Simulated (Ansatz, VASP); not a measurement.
# Two plane-wave programs on Sb

```
Sb
1.0
     3.12240    0.00000    0.00000
     0.00000    4.34752    0.00000
    -0.03891    0.00000    4.40585
Sb
2
Direct
  0.98861 0.75000 0.75883
  0.01139 0.25000 0.24117
```

Alike in both runs: task single point; functional PBE; k mesh 12 × 8 × 8; occupations gaussian, width 0.05 eV; no spin polarisation.

|  | VASP | Ansatz |
| --- | --- | --- |
| version | VASP 6.6.1 | Ansatz 0.2.0 |
| potentials or method | VASP PAW PBE potentials, release 64 (Sb), cutoff 520 eV | scalar-relativistic, plane waves, PAW |
| valence electrons in the cell | 10 | 30 |

```tsv
	VASP	Ansatz	Ansatz less VASP
gap on the k mesh at the Fermi level (eV)	none	none	-
pressure (GPa)	0.3	0.3	+0.02
traceless stress, the component that is largest in VASP (GPa)	-1.33	-1.32	+0.008
rms of the force components (eV/Å)	0.069	0.065	-0.0039
```

Atom by atom the forces differ by 0.004 eV/Å (rms over components). A gap of «none» marks a metal or a gap that the smearing closes. The functional is the same, so the differences come from potentials, cutoffs and numerics. VASP's potentials hold 10 valence electrons a cell and Ansatz's 30, so a difference there can come from the potentials and not from the codes.

Spin-orbit coupling is off throughout.
